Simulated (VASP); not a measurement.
Runs of VASP 6.6.1 on NaI. The structure is that of space group I4/mmm (No. 139), or close to it. The cells are those of the table. 

```csv
cell,gap on the mesh (eV),pressure (GPa)
"a = 4.757, b = 4.757, c = 4.307 Å, angles 63.1, 63.1, 53.8°, 2 atoms",3.72,1.7
"a = 4.459, b = 4.459, c = 4.972 Å, angles 56.1, 56.1, 67.8°, 2 atoms",3.65,3.5
"a = 4.522, b = 4.522, c = 4.706 Å, angles 58.6, 58.6, 62.7°, 2 atoms",(c),0.7
"a = 4.548, b = 4.548, c = 4.640 Å, angles 59.3, 59.3, 61.3°, 2 atoms",(a),(b)
"a = 5.097, b = 5.097, c = 3.998 Å, angles 66.9, 66.9, 46.2°, 2 atoms",3.72,6.3
```

Alike in all rows: task single point; level PBE; potentials or basis VASP PAW PBE potentials, release 64 (Na_pv, I); no spin polarisation; k mesh 8 × 8 × 8; cutoff (eV) 520; smearing gaussian 0.05 eV.

Fill in the values left out.

(a) 3.63; (b) 0.5; (c) 3.62.

Caveats: spin-orbit coupling is left out, which moves the levels of the heavy elements.

A k mesh can miss the band edges, and the runs leave out spin-orbit coupling on I.
